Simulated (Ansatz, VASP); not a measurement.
## One calculation of TaAl2N3, two programs

```
CELL_PARAMETERS angstrom
4.87506 -2.77978 0.00000
4.87506 2.77978 0.00000
0.00000 0.00000 5.32936
ATOMIC_POSITIONS crystal
Ta 0.38521 0.61479 0.46437
Ta 0.61479 0.38521 0.96437
Al 0.68349 0.96346 0.34021
Al 0.96346 0.68349 0.84021
Al 0.03654 0.31651 0.34021
Al 0.31651 0.03654 0.84021
N 0.35302 0.00722 0.48151
N 0.64698 0.99278 0.98151
N 0.99278 0.64698 0.48151
N 0.00722 0.35302 0.98151
N 0.73030 0.26970 0.39617
N 0.26970 0.73030 0.89617
```

Change from the starting cell: the structure that the rattled cell fell into.

Alike in both runs: task single point; functional PBE; k mesh 4 × 4 × 4; occupations gaussian, width 0.1 eV; collinear spin.

|  | VASP | Ansatz |
| --- | --- | --- |
| version | VASP 6.6.1 | Ansatz 0.2.0 |
| potentials or method | VASP PAW PBE potentials, release 64 (Ta_pv, Al, N), cutoff 520 eV | scalar-relativistic, plane waves, PAW |
| valence electrons in the cell | 64 | 68 |

|  | VASP | Ansatz | Ansatz less VASP |
| --- | --- | --- | --- |
| gap on the k mesh at the Fermi level (eV) | none | none | - |
| pressure (GPa) | 0.1 | 0.0 | -0.04 |
| traceless stress, the component that is largest in VASP (GPa) | 0.20 | 0.07 | -0.136 |
| rms of the force components (eV/Å) | 0.032 | 0.017 | -0.0155 |
| net moment per atom (μB) | 0.00 | 0.00 | 0.000 |

Atom by atom the forces differ by 0.025 eV/Å (rms over components). A gap of «none» marks a metal or a gap that the smearing closes. VASP's potentials hold 64 valence electrons a cell and Ansatz's 68, so a difference there can come from the potentials and not from the codes. Ansatz's warnings: seeded moment not kept.

Neither program's run includes spin-orbit coupling.
